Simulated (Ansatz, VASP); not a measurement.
# One calculation of MgO, two programs

The input POSCAR:

```
MgO
1.0
    0.0000000000      2.1021674158      2.1021674158
    2.1021674158      0.0000000000      2.1021674158
    2.1021674158      2.1021674158      0.0000000000
Mg O
1 1
Direct
    0.0000000000      0.0000000000      0.0000000000
    0.5000000000      0.5000000000      0.5000000000
```

INCAR.step1

```
PREC = Accurate
ENCUT = 520
EDIFF = 1E-5
ISMEAR = 0
SIGMA = 0.01
LREAL = False
LASPH = True
NELM = 80
ALGO = Normal
ISIF = 2
LWAVE = True
NBANDS = 11
GGA = PE
```

File INCAR.step2:

```
PREC = Accurate
ENCUT = 520
EDIFF = 1E-7
ISMEAR = 0
SIGMA = 0.01
LREAL = False
LASPH = True
NELM = 80
ALGO = Normal
ISIF = 2
LWAVE = False
LCHARG = True
GGA = PE
LHFCALC = True
AEXX = 0.2
HFSCREEN = 0.1
PRECFOCK = Normal
LELF = True
LVHAR = True
NBANDS = 11
ISTART = 1
```

Contents of KPOINTS:

```
regular mesh
0
Gamma
  6 6 6
```

Input for Ansatz:

```yaml
crystal:
  lattice:
    - [0.0, 2.1021674158, 2.1021674158]
    - [2.1021674158, 0.0, 2.1021674158]
    - [2.1021674158, 2.1021674158, 0.0]
  atoms:
    - { symbol: Mg, position: [0.0, 0.0, 0.0] }
    - { symbol: O, position: [0.5, 0.5, 0.5] }
kpoints:
  mp_grid: { grid: [6, 6, 6] }
hamiltonian:
  xc: { exchange: pbe, correlation: pbe, exx: { coeff: 0.2, omega: 0.1 } }
scf:
  occupations: { method: fixed }
  n_extra_bands: 4
output:
  forces: true
  stress: true
  eigenvalues: true
```

Alike in both runs: task single point; functional PBE-based screened hybrid; k mesh 6 × 6 × 6; no spin polarisation.

|  | VASP | Ansatz |
| --- | --- | --- |
| version | VASP 6.6.1 | Ansatz 0.2.0 |
| potentials or method | VASP PAW PBE potentials, release 64 (Mg, O) | plane waves |
| plane-wave cutoff (eV) | 520 | 420 |
| occupations | gaussian, width 0.01 eV | fixed |
| valence electrons in the cell | 8 | 16 |

Ansatz gave:

| Item | Value |
| --- | --- |
| gap on the k mesh at the Fermi level (eV) | 6.46 |
| pressure (GPa) | 0.7 |

Problem. What did VASP give for the same quantities?

Solution. gap on the k mesh at the Fermi level (eV): 6.43; pressure (GPa): 0.3.

VASP's potentials were made for PBE, not for PBE-based screened hybrid. VASP's potentials hold 8 valence electrons a cell and Ansatz's 16, so a difference there can come from the potentials and not from the codes. Ansatz's warnings: stress exchange threshold loose, stress scf threshold loose.

The k mesh is coarse, so the values compare programs but aren't converged.
